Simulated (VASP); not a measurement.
Set up this calculation in VASP 6.6.1, as the native input.

```
Task                   : single point
Functional             : PBE
Potentials or basis    : VASP PAW PBE potentials, release 64 (Zr_sv, Zn, N)
Cutoff                 : 520 eV
k mesh                 : 12 × 12 × 10
Occupations            : gaussian, width 0.1 eV
Spin                   : no spin polarisation
Dipole correction      : no
Further INCAR settings : ALGO = Normal; EDIFF = 1e-07; NBANDS = 22
```

The structure of ZrZnN lies in POSCAR:

```
ZrZnN
1.0
    3.5829152464      0.0000000000      0.0000000000
   -1.7914576232      3.1028956230      0.0000000000
    0.0000000000      0.0000000000      4.7243001389
Zr Zn N
1 1 1
Direct
    0.0000000000      0.0000000000      0.5000000000
    0.3333333333      0.6666666667      0.0000000000
    0.6666666667      0.3333333333      0.5000000000
```

The input as run:

INCAR

```
SYSTEM = ZrZnN
PREC = Accurate ; ENCUT = 520
EDIFF = 1E-7 ; ISMEAR = 0
SIGMA = 0.1 ; LREAL = .False.
LASPH = .True. ; NELM = 80
ALGO = Normal ; ISIF = 2
LWAVE = .False. ; LCHARG = .True.
GGA = PE ; LELF = .True.
LVHAR = .True. ; NBANDS = 22
```

KPOINTS

```
Automatic mesh
0
Gamma
  12 12 10
  0 0 0
```

Potentials or basis: VASP PAW PBE potentials, release 64 (Zr_sv, Zn, N).

Run with:

```bash
$ cat potpaw_PBE.64/Zr_sv/POTCAR potpaw_PBE.64/Zn/POTCAR potpaw_PBE.64/N/POTCAR > POTCAR
$ mpirun -np 1 vasp_std > vasp.out
```

Results of the run:

```
Pressure : 0.2 GPa
```

Wall time 69 s on 1 thread of Intel(R) Xeon(R) 6975P-C (Granite Rapids), with other jobs on the host, peak memory 0.27 GiB.
